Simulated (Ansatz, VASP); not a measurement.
# Si: VASP beside Ansatz

POSCAR

```
Si
1.0
    0.0000000000      2.7227277380      2.7227277380
    2.7227277380      0.0000000000      2.7227277380
    2.7227277380      2.7227277380      0.0000000000
Si
2
Direct
    0.5000000000      0.5000000000      0.5000000000
    0.7500000000      0.7500000000      0.7500000000
```

Contents of INCAR.step1:

```
SYSTEM = Si
PREC     = Accurate       ! precision mode
ENCUT    = 520            ! plane-wave cutoff, eV
ISMEAR   = 0              ! smearing method
SIGMA    = 1.0            ! smearing width, eV
LREAL    = .False.        ! projectors in reciprocal space
LASPH    = .True.         ! aspherical terms in the spheres
NELM     = 60             ! most SCF steps
NBANDS   = 11             ! bands
GGA      = PE             ! functional
ALGO     = Normal         ! electronic algorithm
EDIFF    = 1E-4           ! SCF threshold, eV
LWAVE    = .True.         ! write WAVECAR
LCHARG   = .False.        ! write CHGCAR
```

INCAR.step2

```
SYSTEM = Si
PREC     = Accurate       ! precision mode
ENCUT    = 520            ! plane-wave cutoff, eV
EDIFF    = 1E-6           ! SCF threshold, eV
ISMEAR   = 0              ! smearing method
SIGMA    = 1.0            ! smearing width, eV
LREAL    = .False.        ! projectors in reciprocal space
LASPH    = .True.         ! aspherical terms in the spheres
NELM     = 60             ! most SCF steps
ALGO     = Normal         ! electronic algorithm
ISIF     = 2              ! what is computed and relaxed
LWAVE    = .False.        ! write WAVECAR
LCHARG   = .False.        ! write CHGCAR
METAGGA  = R2SCAN         ! meta-GGA
LMIXTAU  = .True.       
NBANDS   = 11             ! bands
ISTART   = 1
```

The input KPOINTS:

```
Automatic mesh
0
Gamma
  10 10 10
  0 0 0
```

Input for Ansatz:

```yaml
crystal:
  lattice:
    - [0.0, 2.722727738, 2.722727738]
    - [2.722727738, 0.0, 2.722727738]
    - [2.722727738, 2.722727738, 0.0]
  atoms:
    - { symbol: Si, position: [0.5, 0.5, 0.5] }
    - { symbol: Si, position: [0.75, 0.75, 0.75] }
hamiltonian:
  xc: r2scan
  pseudopotentials:
    kind: paw
    azcp:
      Si: "pseudopotentials/Si.paw.azcp"
basis:
  ecutwfc: 500
  fft_grid_basis: typed
kpoints:
  mp_grid: { grid: [10, 10, 10], shift: [0, 0, 0] }
magnetization:
  spin_polarized: false
scf:
  occupations: { method: gaussian, width: 1.0 }
  lower_state_search: "off"
output:
  stress: true
```

Alike in both runs: task single point; functional r2SCAN; k mesh 10 × 10 × 10; occupations gaussian, width 1 eV; no spin polarisation.

```csv
,VASP,Ansatz
version,VASP 6.6.1,Ansatz 0.2.0
potentials or method,"VASP PAW PBE potentials, release 64 (Si), cutoff 520 eV","plane waves (500 eV) with PAW, scalar-relativistic"
valence electrons in the cell,8,8
```

|  | VASP | Ansatz | Ansatz less VASP |
| --- | --- | --- | --- |
| pressure (GPa) | -0.4 | -0.2 | +0.23 |

VASP's potentials were made for PBE, not for r2SCAN. With one functional, cell and mesh, what is left measures potentials, basis and numerics.
